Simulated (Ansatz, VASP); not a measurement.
Ca in VASP and in Ansatz

```
Ca
1.0
     1.97128   -3.39549    0.00000
     1.97128    3.39549    0.00000
     0.00000    0.00000    6.50911
Ca
2
Direct
  0.83559 0.16441 0.25000
  0.16441 0.83559 0.75000
```

Alike in both runs: task single point; functional PBE; k mesh 12 × 12 × 8; occupations gaussian, width 0.1 eV; no spin polarisation.

|  | VASP | Ansatz |
| --- | --- | --- |
| version | VASP 6.6.1 | Ansatz 0.2.0 |
| potentials or method | VASP PAW PBE potentials, release 64 (Ca_sv), cutoff 520 eV | scalar-relativistic, plane waves, PAW |
| valence electrons in the cell | 20 | 20 |

|  | VASP | Ansatz | Ansatz less VASP |
| --- | --- | --- | --- |
| gap on the k mesh at the Fermi level (eV) | none | none | - |
| pressure (GPa) | -0.5 | -0.5 | -0.01 |
| traceless stress, the component that is largest in VASP (GPa) | 0.20 | 0.20 | 0.000 |
| rms of the force components (eV/Å) | 0.009 | 0.009 | +0.0001 |

Atom by atom the forces differ by 0.000 eV/Å (rms over components). A gap of «none» marks a metal or a gap that the smearing closes. With one functional, cell and mesh, what is left measures potentials, basis and numerics.
